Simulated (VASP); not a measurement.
Here is a VASP 6.6.1 calculation.

The input INCAR:

```
SYSTEM = Sc
ALGO     = Normal         ! electronic algorithm
EDIFF    = 1E-6           ! SCF threshold, eV
ENCUT    = 520            ! plane-wave cutoff, eV
GGA      = RP             ! functional
ISIF     = 2              ! what is computed and relaxed
ISMEAR   = -1             ! smearing method
LASPH    = .True.         ! aspherical terms in the spheres
LCHARG   = .False.        ! write CHGCAR
LREAL    = .False.        ! projectors in reciprocal space
LWAVE    = .False.        ! write WAVECAR
NBANDS   = 12             ! bands
NELM     = 80             ! most SCF steps
PREC     = Accurate       ! precision mode
SIGMA    = 0.1            ! smearing width, eV
```

Contents of KPOINTS:

```
k-points
0
Gamma
  13 13 13
  0 0 0
```

File POSCAR:

```
Sc
1.0
   -1.8891813118      1.8891813118      1.8891813118
    1.8891813118     -1.8891813118      1.8891813118
    1.8891813118      1.8891813118     -1.8891813118
Sc
1
Direct
    0.0000000000      0.0000000000      0.0000000000
```

Potentials or basis: VASP PAW PBE potentials, release 64 (Sc_sv).

The run is started by

```bash
$ cat potpaw_PBE.64/Sc_sv/POTCAR > POTCAR
$ mpirun -np 1 vasp_std > vasp.out
```

(1) Estimate the pressure.

Results:

(1) -1.8 GPa.

Caveat: the PAW data sets were made with another functional, which shifts forces and pressure a little.
